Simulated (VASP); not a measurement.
# Ge (Imma) in VASP: further runs

Runs on Ge. Level: PBE. Tasks: single point.

All numbers are computed with VASP 6.6.1; they aren't measurements. Logs are shortened: lines on timing, memory, paths and dates and some standing lists are left out, and cuts for length are marked.

## Step 1: The cell of the first run

Symmetry: Imma, No. 74, orthorhombic system. Conventional cell: a = 3.965 Å, b = 4.035 Å, c = 5.658 Å, α = 90.00°, β = 90.00°, γ = 90.00°. Within 3.2 Å of Ge (site symmetry mm2) lie 4 Ge at 2.44 to 2.46 Å.

## Step 2: Single point, PBE (strain +0.0175 x Voigt [0, 0, 0, 0, 0, 1])

Input file INCAR:

```
SYSTEM = Ge
  ALGO = Normal
  EDIFF = 1E-6
  ENCUT = 520
  GGA = PE
  ISIF = 2
  ISMEAR = 0
  LASPH = .True.
  LCHARG = .False.
  LREAL = .False.
  LWAVE = .False.
  NBANDS = 21
  NELM = 60
  PREC = Accurate
  SIGMA = 0.15
```

Input file KPOINTS:

```
k-points
0
Gamma
  14 14 14
  0 0 0
```

Input file POSCAR:

```
Ge
1.0
    0.0247517375      2.8287700000      2.8287700000
    2.8287700000      0.0247517375      2.8287700000
    2.8535217375      2.8535217375      0.0000000000
Ge
2
Direct
    0.5000000000      0.5000000000      0.5000000000
    0.7500000000      0.7500000000      0.7500000000
```

Potentials or basis: VASP PAW PBE potentials, release 64 (Ge_d).

Launch:

```bash
$ cat potpaw_PBE.64/Ge_d/POTCAR > POTCAR
$ mpirun -np 1 vasp_std > vasp.out
```

OUTCAR:

```text
SYSTEM = Ge
   EDIFF = 1E-6
   ENCUT = 520
   GGA = PE
   ISIF = 2
   ISMEAR = 0
   LASPH = .True.
   LREAL = .False.
   NELM = 60
   PREC = Accurate

 ion  position               nearest neighbor table
   1  0.500  0.500  0.500-   2 2.44   2 2.44   2 2.46   2 2.46
   2  0.750  0.750  0.750-   1 2.44   1 2.44   1 2.46   1 2.46

  LATTYP: Found a body centered orthorhombic cell.
 ALAT       =     3.9654806560
 B/A-ratio  =     1.0176544767
 C/A-ratio  =     1.4266971625

  Lattice vectors:

 A1 = (   2.8287700000,   0.0247517375,  -2.8287700000)
 A2 = (  -2.8287700000,  -0.0247517375,  -2.8287700000)
 A3 = (   0.0247517375,   2.8287700000,   2.8287700000)

Analysis of symmetry for initial positions (statically):
=====================================================================
 Subroutine PRICEL returns:
 Original cell was already a primitive cell.

 Routine SETGRP: Setting up the symmetry group for a
 body centered orthorhombic supercell.

 Subroutine GETGRP returns: Found  8 space group operations
 (whereof  4 operations were pure point group operations)
 out of a pool of  8 trial point group operations.

The static configuration has the point symmetry C_2v.
 The point group associated with its full space group is D_2h.

Analysis of symmetry for dynamics (positions and initial velocities):
=====================================================================
 Subroutine PRICEL returns:
 Original cell was already a primitive cell.

 Routine SETGRP: Setting up the symmetry group for a
 body centered orthorhombic supercell.

 Subroutine GETGRP returns: Found  8 space group operations
 (whereof  4 operations were pure point group operations)
 out of a pool of  8 trial point group operations.

The dynamic configuration has the point symmetry C_2v.
 The point group associated with its full space group is D_2h.

 Subroutine INISYM returns: Found  8 space group operations
 (whereof  4 operations are pure point group operations),
 and found     1 'primitive' translations

----------------------------------------------------------------------------------------

                                     Primitive cell

  volume of cell :      45.2678

  direct lattice vectors                    reciprocal lattice vectors
     0.024751737  2.828770000  2.828770000    -0.178315529  0.178315529  0.176755268
     2.828770000  0.024751737  2.828770000     0.178315529 -0.178315529  0.176755268
     2.853521737  2.853521737  0.000000000     0.175222075  0.175222075 -0.176755268

  length of vectors
     4.000561470  4.000561470  4.035489142     0.307953374  0.307953374  0.304381300

  position of ions in fractional coordinates (direct lattice)
     0.500000000  0.500000000  0.500000000
     0.750000000  0.750000000  0.750000000

  ion indices of the primitive-cell ions
   primitive index   ion index
                 1           1
                 2           2

----------------------------------------------------------------------------------------

 KPOINTS: k-points

Automatic generation of k-mesh.
 Grid dimensions read from file:
 generate k-points for:   14   14   14

 Generating k-lattice:

  Cartesian coordinates                     Fractional coordinates (reciprocal lattice)
    -0.012736824  0.012736824  0.012625376     0.071428571  0.000000000  0.000000000
     0.012736824 -0.012736824  0.012625376     0.000000000  0.071428571  0.000000000
     0.012515863  0.012515863 -0.012625376     0.000000000  0.000000000  0.071428571

  Length of vectors
     0.021996670  0.021996670  0.021741521

  Shift w.r.t. Gamma in fractional coordinates (k-lattice)
     0.000000000  0.000000000  0.000000000

 Subroutine IBZKPT returns following result:
 ===========================================

 Found    428 irreducible k-points:

 Following reciprocal coordinates:
            Coordinates               Weight
  0.000000  0.000000  0.000000      1.000000
  0.071429 -0.000000  0.000000      4.000000
  0.142857 -0.000000  0.000000      4.000000
  0.214286  0.000000  0.000000      4.000000
  0.285714  0.000000  0.000000      4.000000
  0.357143  0.000000  0.000000      4.000000
[... 16 lines left out ...]
  0.214286  0.142857  0.000000      4.000000
  0.285714  0.142857  0.000000      4.000000
 [... further k-points ...]
   k-points           NKPTS =    428   k-points in BZ     NKDIM =    428   number of bands    NBANDS=     21
   number of dos      NEDOS =    301   number of ions     NIONS =      2
   total plane-waves  NPLWV =  27000
   dimension x,y,z NGX =    30 NGY =   30 NGZ =   30
   dimension x,y,z NGXF=    60 NGYF=   60 NGZF=   60
   ions per type =               2
   NGX,Y,Z   is equivalent  to a cutoff of  12.47, 12.47, 12.36 a.u.
   NGXF,Y,Z  is equivalent  to a cutoff of  24.93, 24.93, 24.72 a.u.
 SYSTEM =  Ge
   PREC   = accura    normal or accurate (medium, high low for compatibility)
   ISTART =      0    job   : 0-new  1-cont  2-samecut
   ICHARG =      2    charge: 1-file 2-atom 10-const
   ISPIN  =      1    spin polarized calculation?
   LNONCOLLINEAR =      F non collinear calculations
   LSORBIT =      F    spin-orbit coupling
   LASPH  =      T    aspherical Exc in radial PAW
   ENCUT  =  520.0 eV  38.22 Ry    6.18 a.u.   7.44  7.44  7.50*2*pi/ulx,y,z
   NELM   =     60;   NELMIN=  2; NELMDL= -5     # of ELM steps
   EDIFF  = 0.1E-05   stopping-criterion for ELM
   LREAL  =      F    real-space projection
   EDIFFG = 0.1E-04   stopping-criterion for IOM
   NSW    =      0    number of steps for IOM
   IBRION =     -1    ionic relax: 0-MD 1-quasi-New 2-CG
   NFREE  =      0    steps in history (QN), initial steepest desc. (CG)
   ISIF   =      2    stress and relaxation
   ISYM   =      2    0-nonsym 1-usesym 2-fastsym
   POTIM  = 0.5000    time-step for ionic-motion
   TEBEG  =    0.0;   TEEND  =   0.0 temperature during run
   PSTRESS=    0.0 pullay stress
   NELECT =      28.0000    total number of electrons
   NUPDOWN=      -1.0000    fix difference up-down
   EMIN   =  10.00;   EMAX   =-10.00  energy-range for DOS
   EFERMI =   0.00;   METHOD = LEGACY
   ISMEAR =     0;   SIGMA  =   0.15  broadening in eV -4-tet -1-fermi 0-gaus
   EFERMI_NEDOS =   21; number of points for ismear=-14 and -15
   IALGO  =     38    algorithm
   IMIX   =      4    mixing-type and parameters
     AMIX     =   0.40;   BMIX     =  1.00
     AMIX_MAG =   1.60;   BMIX_MAG =  1.00
  volume/ion in A,a.u.               =      22.63       152.74
  Fermi-wavevector in a.u.,A,eV,Ry     =   1.394861  2.635905 26.472004  1.945637
  Thomas-Fermi vector in A             =   2.518369
   LORBIT       =      0    0 simple, 1 ext, 2 COOP (PROOUT), +10 PAW based schemes
   GGA     = PE    functional components
   LHFCALC =     F    Hartree Fock is set to
   AEXX    =    0.0000 exact exchange contribution
   IVDW    =     0    specifies the selected vdW correction
   LEPSILON=     F    determine dielectric tensor
   LRPA    =     F    only Hartree local field effects (RPA)
 non-spin polarized calculation
 Gauss-broadening in eV      SIGMA  =   0.15
  energy-cutoff  :      520.00
  volume of cell :       45.27
 maximum number of plane-waves:      1243
 NGX is ok and might be reduce to    30
   NGX = 15   NGY = 15   NGZ = 15

 number of electron      28.0000019 magnetization

 Free energy of the ion-electron system (eV)
  ---------------------------------------------------
  ext. energy  EPLUGINS =         0.00000000
  ---------------------------------------------------
  free energy    TOTEN  =        -9.00583912 eV

  energy without entropy =       -9.00536270  energy(sigma->0) =       -9.00560091

 E-fermi :   5.0523     XC(G=0):  -9.9263

 val. band max:        5.0199388882   @ k =   0.0000   0.0000   0.0000
 cond. band min:       5.1074694973   @ k =   0.5000  -0.0000   0.0000
 fundamental gap:      0.0875306090
 Fermi energy:         5.0522913005

 k-point     1 :       0.0000    0.0000    0.0000
  band No.  band energies     occupation
      1     -19.8316      2.00000
      2     -19.8223      2.00000
      3     -19.8129      2.00000
      4     -19.7861      2.00000
      5     -19.7859      2.00000
      6     -19.5844      2.00000
[... 13 lines left out ...]
     20      14.4781      0.00000
     21      14.4812      0.00000

 k-point     2 :       0.0714   -0.0000    0.0000
  band No.  band energies     occupation
      1     -19.8324      2.00000
      2     -19.8237      2.00000
      3     -19.8172      2.00000
      4     -19.7816      2.00000
      5     -19.7805      2.00000
      6     -19.5881      2.00000
[... 13 lines left out ...]
     20      13.9796      0.00000
     21      14.0168      0.00000

 k-point     3 :       0.1429   -0.0000    0.0000
  band No.  band energies     occupation
      1     -19.8363      2.00000
      2     -19.8247      2.00000
      3     -19.8234      2.00000
      4     -19.7716      2.00000
      5     -19.7700      2.00000
      6     -19.5952      2.00000
[... 13 lines left out ...]
     20      13.3956      0.00000
     21      13.4732      0.00000

 k-point     4 :       0.2143    0.0000    0.0000
  band No.  band energies     occupation
      1     -19.8414      2.00000
      2     -19.8312      2.00000
      3     -19.8203      2.00000
      4     -19.7606      2.00000
      5     -19.7597      2.00000
      6     -19.6021      2.00000
[... 13 lines left out ...]
     20      13.1631      0.00000
     21      13.2859      0.00000

 k-point     5 :       0.2857    0.0000    0.0000
  band No.  band energies     occupation
      1     -19.8452      2.00000
      2     -19.8358      2.00000
      3     -19.8163      2.00000
      4     -19.7517      2.00000
      5     -19.7512      2.00000
      6     -19.6071      2.00000
[... 13 lines left out ...]
     20      13.4191      0.00000
     21      13.5785      0.00000
[... 382 lines left out ...]
     20      13.2255      0.00000
     21      13.8604      0.00000

 k-point    22 :       0.1429    0.1429    0.0000
  band No.  band energies     occupation
      1     -19.8382      2.00000
      2     -19.8306      2.00000
      3     -19.8209      2.00000
      4     -19.7743      2.00000
      5     -19.7569      2.00000
      6     -19.6161      2.00000
[... 13 lines left out ...]
     20      12.9664      0.00000
     21      14.8281      0.00000

 k-point    23 :       0.2143    0.1429    0.0000
  band No.  band energies     occupation
      1     -19.8446      2.00000
      2     -19.8271      2.00000
      3     -19.8257      2.00000
      4     -19.7665      2.00000
      5     -19.7447      2.00000
      6     -19.6292      2.00000
[... 13 lines left out ...]
     20      13.7574      0.00000
     21      14.7178      0.00000

 k-point    24 :       0.2857    0.1429    0.0000
  band No.  band energies     occupation
      1     -19.8525      2.00000
      2     -19.8311      2.00000
      3     -19.8188      2.00000
      4     -19.7572      2.00000
      5     -19.7333      2.00000
      6     -19.6395      2.00000
[... 13 lines left out ...]
     20      14.3891      0.00000
     21      14.7262      0.00000

 [... further k-points ...]
[... 5 lines left out ...]
  --------------------------------------------------------------------------------------
  -------------------------------------------------------------------------------------
  Total        1.0327177      1.0327177      1.0292703     -0.4270886      0.0000000      0.0000000
  in kB       36.5512747     36.5512747     36.4292609    -15.1160721      0.0000000      0.0000000
  external PRESSURE =      36.5106034 kB  Pullay stress =       0.0000000 kB

 VOLUME and BASIS-vectors are now :
 -----------------------------------------------------------------------------
  energy-cutoff  :      520.00
  volume of cell :       45.27
      direct lattice vectors                 reciprocal lattice vectors
     0.024751737  2.828770000  2.828770000    -0.178315529  0.178315529  0.176755268
     2.828770000  0.024751737  2.828770000     0.178315529 -0.178315529  0.176755268
     2.853521737  2.853521737  0.000000000     0.175222075  0.175222075 -0.176755268

 POSITION                                       TOTAL-FORCE (eV/Angst)
 -----------------------------------------------------------------------------------
      2.85352      2.85352      2.82877         0.000000      0.000000      0.161584
      4.28028      4.28028      4.24315         0.000000      0.000000     -0.161584
 -----------------------------------------------------------------------------------
    total drift:                                0.000000     -0.000000     -0.000000

  FREE ENERGIE OF THE ION-ELECTRON SYSTEM (eV)
  ---------------------------------------------------
  free  energy   TOTEN  =        -9.0058391193 eV

  energy  without entropy=       -9.0053627002  energy(sigma->0) =       -9.00560091
```

Run time: 2.4 min. Hardware: 1 thread of Intel Xeon 6975P-C (Granite Rapids), shared host; peak memory 0.41 GiB.

What came out:

```yaml
Free_energy: -9.0058 eV
Pressure: 3.7 GPa
Largest_force: 0.162 eV/Å
```

Forces in eV/Å, atoms in the order of the input:
```
Ge   0.000  0.000  0.162
Ge   0.000  0.000 -0.162
```

Stress tensor (GPa, compression positive):
```
 3.66 -1.51  0.00
-1.51  3.66  0.00
 0.00  0.00  3.64
```

Levels at points of the mesh, in eV from the Fermi level:
| k point | band 12 | band 13 | band 14 | band 15 | band 16 | band 17 |
| --- | --- | --- | --- | --- | --- | --- |
| (0.00, 0.00, 0.00) | -0.07 | -0.06 | -0.04 | -0.03 | 2.36 | 2.51 |
| (0.50, 0.00, 0.00) | -7.68 | -1.51 | -1.50 | 0.06 | 3.59 | 3.73 |
| (0.50, 0.50, 0.00) | -8.86 | -3.22 | -3.05 | 0.60 | 0.80 | 9.44 |
| (0.00, 0.00, 0.50) | -7.63 | -1.43 | -1.42 | 0.20 | 3.65 | 3.79 |
| (0.50, 0.00, 0.50) | -8.95 | -3.13 | -3.13 | 0.70 | 0.70 | 9.44 |

Caveat: the cell differs from its parent crystal (strain +0.0175 x Voigt [0, 0, 0, 0, 0, 1]).

## Step 3: Single point, PBE (strain +0.0125 x Voigt [0, 0, 0, 0, 0, 1])

Input file INCAR:

```
SYSTEM = Ge
PREC     = Accurate       ! precision mode
ENCUT    = 520            ! plane-wave cutoff, eV
EDIFF    = 1E-7           ! SCF threshold, eV
ISMEAR   = 0              ! smearing method
SIGMA    = 0.15           ! smearing width, eV
LREAL    = .False.        ! projectors in reciprocal space
LASPH    = .True.         ! aspherical terms in the spheres
NELM     = 80             ! most SCF steps
ALGO     = Normal         ! electronic algorithm
ISIF     = 2              ! what is computed and relaxed
LWAVE    = .False.        ! write WAVECAR
LCHARG   = .False.        ! write CHGCAR
GGA      = PE             ! functional
NBANDS   = 21             ! bands
```

Input file KPOINTS:

```
Automatic mesh
0
Gamma
  14 14 14
  0 0 0
```

Input file POSCAR:

```
Ge
1.0
    0.0176798125      2.8287700000      2.8287700000
    2.8287700000      0.0176798125      2.8287700000
    2.8464498125      2.8464498125      0.0000000000
Ge
2
Direct
    0.5000000000      0.5000000000      0.5000000000
    0.7500000000      0.7500000000      0.7500000000
```

Potentials or basis: VASP PAW PBE potentials, release 64 (Ge_d).

Launch:

```bash
$ cat potpaw_PBE.64/Ge_d/POTCAR > POTCAR
$ mpirun -np 1 vasp_std > vasp.out
```

Wall time 2.4 min (1 thread of Intel Xeon 6975P-C (Granite Rapids), shared host); peak memory 0.41 GiB.

It converged, with:

```yaml
Free_energy: -9.0077 eV
Pressure: 3.6 GPa
Largest_force: 0.115 eV/Å
```

Forces in eV/Å, atoms in the order of the input:
```
Ge   0.000  0.000  0.115
Ge   0.000  0.000 -0.115
```

Stress tensor (GPa, compression positive):
```
 3.63 -1.08  0.00
-1.08  3.63  0.00
 0.00  0.00  3.63
```

Levels at points of the mesh, in eV from the Fermi level:
```csv
k point,band 12,band 13,band 14,band 15,band 16,band 17
"(0.00, 0.00, 0.00)",-0.07,-0.07,-0.05,-0.03,2.40,2.50
"(0.50, 0.00, 0.00)",-7.68,-1.50,-1.49,0.07,3.62,3.72
"(0.50, 0.50, 0.00)",-8.89,-3.20,-3.08,0.62,0.76,9.44
"(0.00, 0.00, 0.50)",-7.64,-1.44,-1.43,0.17,3.66,3.76
"(0.50, 0.00, 0.50)",-8.95,-3.14,-3.14,0.69,0.69,9.45
```

Caveat: the cell differs from its parent crystal (strain +0.0125 x Voigt [0, 0, 0, 0, 0, 1]).

## Step 4: Single point, PBE (strain +0.0075 x Voigt [0, 0, 0, 0, 0, 1])

Input file INCAR:

```
SYSTEM = Ge
PREC     = Accurate       ! precision mode
ENCUT    = 520            ! plane-wave cutoff, eV
EDIFF    = 1E-6           ! SCF threshold, eV
ISMEAR   = 0              ! smearing method
SIGMA    = 0.15           ! smearing width, eV
LREAL    = .FALSE.        ! projectors in reciprocal space
LASPH    = .TRUE.         ! aspherical terms in the spheres
NELM     = 100            ! most SCF steps
ALGO     = Normal         ! electronic algorithm
ISIF     = 2              ! what is computed and relaxed
LWAVE    = .FALSE.        ! write WAVECAR
LCHARG   = .FALSE.        ! write CHGCAR
GGA      = PE             ! functional
NBANDS   = 21             ! bands
```

Input file KPOINTS:

```
Automatic mesh
0
G
  14 14 14
  0 0 0
```

Input file POSCAR:

```
Ge
1.0
    0.0106078875      2.8287700000      2.8287700000
    2.8287700000      0.0106078875      2.8287700000
    2.8393778875      2.8393778875      0.0000000000
Ge
2
Direct
    0.5000000000      0.5000000000      0.5000000000
    0.7500000000      0.7500000000      0.7500000000
```

Launch:

```bash
$ cat potpaw_PBE.64/Ge_d/POTCAR > POTCAR
$ mpirun -np 1 vasp_std > vasp.out
```

Run time: 2.2 min. Hardware: 1 thread of Intel Xeon 6975P-C (Granite Rapids), shared host; peak memory 0.41 GiB.

The run converged. Its results:

| Quantity | Value |
| --- | --- |
| Free energy | -9.0089 eV |
| Pressure | 3.6 GPa |
| Largest force | 0.069 eV/Å |

Forces in eV/Å, atoms in the order of the input:
```
Ge   0.000  0.000  0.069
Ge   0.000  0.000 -0.069
```

Stress tensor (GPa, compression positive):
```
 3.60 -0.65  0.00
-0.65  3.60  0.00
 0.00  0.00  3.60
```

Levels at points of the mesh, in eV from the Fermi level:
```csv
k point,band 12,band 13,band 14,band 15,band 16,band 17
"(0.00, 0.00, 0.00)",-0.07,-0.07,-0.06,-0.03,2.43,2.49
"(0.50, 0.00, 0.00)",-7.68,-1.49,-1.49,0.09,3.64,3.70
"(0.50, 0.50, 0.00)",-8.92,-3.18,-3.10,0.64,0.73,9.44
"(0.00, 0.00, 0.50)",-7.65,-1.46,-1.45,0.15,3.66,3.73
"(0.50, 0.00, 0.50)",-8.95,-3.14,-3.14,0.69,0.69,9.45
```

Caveat: the cell differs from its parent crystal (strain +0.0075 x Voigt [0, 0, 0, 0, 0, 1]).

[end of part 1 of 2]
